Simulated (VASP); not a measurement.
## SrW2: single point with PBE

The system is SrW2.

```
Sr W
1.0
     5.01364    0.00000    0.00000
    -2.50682    4.34194    0.00000
     0.00000    0.00000    3.16768
Sr W
1 2
Direct
  0.00000 0.00000 0.00000
  0.66667 0.33333 0.95584
  0.33333 0.66667 0.04416
```

The cell was generated, and may not be a known phase.

* Program: VASP 6.6.1
* Task: single point
* Functional: PBE
* Potentials or basis: VASP PAW PBE potentials, release 64 (Sr_sv, W_sv)
* Cutoff: 520 eV
* k mesh: 6 × 6 × 6
* Occupations: gaussian, width 0.1 eV
* Spin: no spin polarisation

- Pressure: -5.5 GPa
- Largest force: 0.922 eV/Å
- Band gap on the k mesh: zero (bands 19 and 20 overlap by 1.17 eV)

Forces on the atoms (eV/Å):
```
Sr   0.000  0.000  0.000
W    0.000  0.000 -0.922
W    0.000  0.000  0.922
```

Stress tensor (GPa, compression positive):
```
  2.68   0.00   0.00
  0.00   2.68   0.00
  0.00   0.00 -21.99
```

Levels at points of the mesh, in eV from the Fermi level:
| k point | band 17 | band 18 | band 19 | band 20 | band 21 | band 22 |
| --- | --- | --- | --- | --- | --- | --- |
| (0.00, 0.00, 0.00) | -1.36 | -0.35 | -0.35 | 0.61 | 0.61 | 1.49 |
| (0.50, 0.00, 0.00) | -1.60 | -1.36 | -0.52 | 0.20 | 0.84 | 1.09 |
| (0.00, 0.00, 0.50) | -1.54 | -0.80 | 0.00 | 0.00 | 0.52 | 0.52 |
| (0.50, 0.00, 0.50) | -1.70 | -1.41 | -0.25 | 0.16 | 0.65 | 1.86 |

It took 34 s on 1 thread of Oxide Virtual Turin-like Processor (shared host), peak memory 0.18 GiB.

Caveat: the stress differs along the axes, from -22 to 3 GPa; spin-orbit coupling is left out, which moves the levels of the heavy elements.
